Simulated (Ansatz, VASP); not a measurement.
## Two plane-wave programs on CO

File INCAR:

```
SYSTEM = CO
ALGO = Normal
EDIFF = 1E-6
ENCUT = 520
GGA = PS
ISIF = 2
ISMEAR = 0
LASPH = .TRUE.
LCHARG = .FALSE.
LREAL = Auto
LWAVE = .FALSE.
NBANDS = 54
NELM = 100
PREC = Accurate
SIGMA = 0.05
```

File KPOINTS:

```
k-points
0
G
  4 4 2
  0 0 0
```

POSCAR

```
CO
1.0
    0.0000000000     -5.9526445718      0.0000000000
    0.0000000000      0.0000000000     -5.9526445718
   11.9052891436     -1.7857933715      0.0000000000
C O
8 8
Direct
    0.0031540156      0.0353513179      0.1073243410
   -0.1468459844      0.0353513179      0.6073243410
    0.6968459844      0.5353513179      0.8926756590
    0.8468459844      0.5353513179      0.3926756590
    0.2074513798      0.9646486821      0.8573243410
    0.3574513798      0.9646486821      0.3573243410
    0.3425486202      0.4646486821      0.6426756590
    0.4925486202      0.4646486821      0.1426756590
    0.7268114598      0.9254882259      0.6622558870
    0.8768114598      0.9254882259      0.1622558870
   -0.1768114598      0.4254882259      0.8377441130
   -0.0268114598      0.4254882259      0.3377441130
    0.3008350080      0.0745117741      0.9122558870
    0.4508350080      0.0745117741      0.4122558870
    0.3991649920      0.5745117741      0.0877441130
    0.2491649920      0.5745117741      0.5877441130
```

Input for Ansatz:

```yaml
crystal:
  lattice:
    - [0.0, -5.9526445718, 0.0]
    - [0.0, 0.0, -5.9526445718]
    - [11.9052891436, -1.7857933715, 0.0]
  atoms:
    - { symbol: C, position: [0.0031540156, 0.0353513179, 0.107324341] }
    - { symbol: C, position: [-0.1468459844, 0.0353513179, 0.607324341] }
    - { symbol: C, position: [0.6968459844, 0.5353513179, 0.892675659] }
    - { symbol: C, position: [0.8468459844, 0.5353513179, 0.392675659] }
    - { symbol: C, position: [0.2074513798, 0.9646486821, 0.857324341] }
    - { symbol: C, position: [0.3574513798, 0.9646486821, 0.357324341] }
    - { symbol: C, position: [0.3425486202, 0.4646486821, 0.642675659] }
    - { symbol: C, position: [0.4925486202, 0.4646486821, 0.142675659] }
    - { symbol: O, position: [0.7268114598, 0.9254882259, 0.662255887] }
    - { symbol: O, position: [0.8768114598, 0.9254882259, 0.162255887] }
    - { symbol: O, position: [-0.1768114598, 0.4254882259, 0.837744113] }
    - { symbol: O, position: [-0.0268114598, 0.4254882259, 0.337744113] }
    - { symbol: O, position: [0.300835008, 0.0745117741, 0.912255887] }
    - { symbol: O, position: [0.450835008, 0.0745117741, 0.412255887] }
    - { symbol: O, position: [0.399164992, 0.5745117741, 0.087744113] }
    - { symbol: O, position: [0.249164992, 0.5745117741, 0.587744113] }
basis:
  ecutwfc: 420
kpoints:
  mp_grid: { grid: [4, 4, 2] }
hamiltonian:
  xc: pbesol
scf:
  occupations: { method: gaussian, width: 0.05 }
output:
  forces: true
  stress: true
  eigenvalues: true
```

Alike in both runs: task single point; functional PBEsol; k mesh 4 × 4 × 2; occupations gaussian, width 0.05 eV; no spin polarisation.

|  | VASP | Ansatz |
| --- | --- | --- |
| version | VASP 6.6.1 | Ansatz 0.2.0 |
| potentials or method | VASP PAW PBE potentials, release 64 (C, O), cutoff 520 eV | scalar-relativistic, plane waves, PAW |
| valence electrons in the cell | 80 | 80 |

```csv
,VASP,Ansatz,Ansatz less VASP
gap on the k mesh at the Fermi level (eV),5.87,5.88,+0.006
least direct gap on the mesh (eV),5.89,5.90,+0.006
pressure (GPa),1.4,0.4,-1.05
"traceless stress, the component that is largest in VASP (GPa)",0.44,0.44,-0.001
rms of the force components (eV/Å),0.583,0.123,-0.4602
```

VASP's potentials were made for PBE, not for PBEsol. Atom by atom the forces differ by 0.600 eV/Å (rms over components). One of these differences is far larger than is usual between the two programs; its cause wasn't traced.

Noted on VASP's run: the standard files for N, O and F lose accuracy on very short bonds.
